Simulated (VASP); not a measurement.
Wanted: the native input for a VASP 6.6.1 run.

```yaml
Task: relaxation of cell and atoms
Functional: PBEsol
Potentials_or_basis: VASP PAW PBE potentials, release 64 (Ga_d, P)
Cutoff: 600 eV
k_mesh: 8 × 8 × 8
Occupations: gaussian, width 0.01 eV
Spin: no spin polarisation
Target_pressure: 2 GPa
Dipole_correction: no
Further_INCAR_settings: ALGO = Normal; EDIFF = 1e-06; IBRION = 2; EDIFFG = -0.002; NSW = 100; ISIF = 3
```

The structure of GaP lies in POSCAR:

```
GaP
1.0
    0.0000000000      2.7192748328      2.7192748328
    2.7192748328      0.0000000000      2.7192748328
    2.7192748328      2.7192748328      0.0000000000
Ga P
1 1
Direct
    0.0000000000      0.0000000000      0.0000000000
    0.7500000000      0.7500000000      0.7500000000
```

The input as run:

INCAR

```
SYSTEM = GaP
PREC = Accurate
ENCUT = 600
EDIFF = 1E-6
ISMEAR = 0
SIGMA = 0.01
LREAL = .FALSE.
LASPH = .TRUE.
NELM = 100
ALGO = Normal
ISIF = 3
LWAVE = .FALSE.
LCHARG = .FALSE.
GGA = PS
IBRION = 2
NSW = 100
EDIFFG = -0.002
PSTRESS = 20.0
```

KPOINTS

```
Automatic mesh
0
G
  8 8 8
  0 0 0
```

Potentials or basis: VASP PAW PBE potentials, release 64 (Ga_d, P).

Run with:

```sh
$ cat potpaw_PBE.64/Ga_d/POTCAR potpaw_PBE.64/P/POTCAR > POTCAR
$ mpirun -np 1 vasp_std > vasp.out
```

Results of the run:

```
Relaxed volume                                             : 19.65 Å³/atom
Relaxed cell                                               : a = 3.816 Å, b = 3.816 Å, c = 3.816 Å, α = 60.00°, β = 60.00°, γ = 60.00°
Space group after relaxing (to 0.1 Å)                      : F-43m (No. 216)
Energy change on relaxing (the run minimises the enthalpy) : +2.6 meV/atom
Ionic steps                                                : 9
Pressure after relaxing                                    : 2.0 GPa
Band gap on the k mesh                                     : 1.45 eV (least direct gap 2.00 eV)
```

Caveat: the cell is relaxed towards a set pressure, so the run minimises the enthalpy, not the energy; the PAW data sets were made with another functional, which shifts forces and pressure a little.

Wall time 2.1 min on 1 thread of Intel Xeon 8259CL (shared host), peak memory 0.19 GiB.
